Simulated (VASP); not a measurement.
**Mg2Si: single point with PBE**

Mg2Si:

```
Mg Si
1.0
     0.00000    3.16982    3.16982
     3.16982    0.00000    3.16982
     3.16982    3.16982    0.00000
Mg Si
2 1
Direct
  0.25000 0.25000 0.25000
  0.75000 0.75000 0.75000
  0.00000 0.00000 0.00000
```

- Program: VASP 6.6.1
- Task: single point
- Functional: PBE
- Potentials or basis: VASP PAW PBE potentials, release 64 (Mg, Si)
- Cutoff: 600 eV
- k mesh: 6 × 6 × 6
- Occupations: gaussian, width 0.1 eV
- Spin: no spin polarisation
- Dipole correction: no
- Further INCAR settings: ALGO = Normal; EDIFF = 1e-06; NBANDS = 11

| Item | Value |
| --- | --- |
| Pressure | 0.5 GPa |
| Band gap on the k mesh | 0.20 eV, indirect (least direct gap 1.91 eV) |

Levels at points of the mesh, in eV from the valence-band top:
| k point | band 1 | band 2 | band 3 | band 4 | band 5 | band 6 | band 7 | band 8 |
| --- | --- | --- | --- | --- | --- | --- | --- | --- |
| (0.00, 0.00, 0.00) | -9.14 | 0.00 | 0.00 | 0.00 | 1.91 | 2.57 | 2.57 | 2.57 |
| (0.50, 0.00, 0.00) | -7.70 | -4.78 | -0.70 | -0.70 | 1.28 | 2.55 | 2.55 | 5.02 |
| (0.50, 0.50, 0.00) | -7.14 | -4.45 | -1.95 | -1.95 | 0.20 | 0.41 | 7.96 | 7.96 |

Wall time 11 s on 1 thread of AMD EPYC 9R45 96-Core Processor (Zen 5) (shared host), peak memory 0.17 GiB.

A k mesh can miss the band edges.
